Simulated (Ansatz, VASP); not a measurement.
# Two plane-wave programs on SnTe3As

INCAR

```
PREC     = Accurate       # precision mode
ENCUT    = 520            # plane-wave cutoff, eV
EDIFF    = 1E-6           # SCF threshold, eV
ISMEAR   = 0              # smearing method
SIGMA    = 0.1            # smearing width, eV
LREAL    = False          # projectors in reciprocal space
LASPH    = True           # aspherical terms in the spheres
NELM     = 100            # most SCF steps
ALGO     = Normal         # electronic algorithm
ISIF     = 2              # what is computed and relaxed
LWAVE    = False          # write WAVECAR
LCHARG   = False          # write CHGCAR
GGA      = PE             # functional
NBANDS   = 26             # bands
```

File KPOINTS:

```
Automatic mesh
0
Gamma
  4 4 4
```

The input POSCAR:

```
SnTe3As
1.0
    5.6210384900      0.0000000000      0.0000000000
    0.0000000000      5.6210384900      0.0000000000
    0.0000000000      0.0000000000      5.6210384900
Sn Te As
1 3 1
Direct
    0.0000000000      0.0000000000      0.0000000000
    0.5000000000      0.0000000000      0.0000000000
    0.0000000000      0.5000000000      0.0000000000
    0.0000000000      0.0000000000      0.5000000000
    0.5000000000      0.5000000000      0.5000000000
```

Input for Ansatz:

```yaml
crystal:
  lattice:
    - [5.62103849, 0.0, 0.0]
    - [0.0, 5.62103849, 0.0]
    - [0.0, 0.0, 5.62103849]
  atoms:
    - { symbol: Sn, position: [0.0, 0.0, 0.0] }
    - { symbol: Te, position: [0.5, 0.0, 0.0] }
    - { symbol: Te, position: [0.0, 0.5, 0.0] }
    - { symbol: Te, position: [0.0, 0.0, 0.5] }
    - { symbol: As, position: [0.5, 0.5, 0.5] }
basis:
  ecutwfc: 420
kpoints:
  mp_grid: { grid: [4, 4, 4] }
hamiltonian:
  xc: pbe
scf:
  occupations: { method: gaussian, width: 0.1 }
  lower_state_search: "off"
output:
  forces: true
  stress: true
  eigenvalues: true
```

Alike in both runs: task single point; functional PBE; k mesh 4 × 4 × 4; occupations gaussian, width 0.1 eV; no spin polarisation.

```csv
,VASP,Ansatz
version,VASP 6.6.1,Ansatz 0.2.0
potentials or method,"VASP PAW PBE potentials, release 64 (Sn_d, Te, As), cutoff 520 eV","scalar-relativistic, plane waves, PAW"
valence electrons in the cell,37,77
```

```tsv
	VASP	Ansatz	Ansatz less VASP
gap on the k mesh at the Fermi level (eV)	none	none	-
pressure (GPa)	0.8	0.8	+0.03
```

A gap of «none» marks a metal or a gap that the smearing closes. VASP's potentials hold 37 valence electrons a cell and Ansatz's 77, so a difference there can come from the potentials and not from the codes.

Neither program's run includes spin-orbit coupling.
